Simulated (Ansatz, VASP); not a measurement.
W in VASP and in Ansatz

```
CELL_PARAMETERS angstrom
0.00000 -2.24868 -1.59371
0.00000 2.24868 -1.59371
4.50285 0.00000 0.00000
ATOMIC_POSITIONS crystal
W 0.50000 0.50000 0.50000
W 0.00000 0.00000 0.00000
```

Change from the starting cell: atom 1 moved 0.45 Å; relaxed back.

Alike in both runs: functional PBE; k mesh 12 × 12 × 8; occupations gaussian, width 0.15 eV; no spin polarisation.

Ansatz relaxed the structure, and its values are those at the end. VASP's run is a single point on that final structure, the one shown.

|  | VASP | Ansatz |
| --- | --- | --- |
| version | VASP 6.6.1 | Ansatz 0.2.0 |
| potentials or method | VASP PAW PBE potentials, release 64 (W_sv), cutoff 520 eV | scalar-relativistic, plane waves, PAW |
| valence electrons in the cell | 28 | 28 |

|  | VASP | Ansatz | Ansatz less VASP |
| --- | --- | --- | --- |
| gap on the k mesh at the Fermi level (eV) | none | none | - |
| pressure (GPa) | 0.5 | 0.0 | -0.53 |

A gap of «none» marks a metal or a gap that the smearing closes.

Spin-orbit coupling is off throughout.
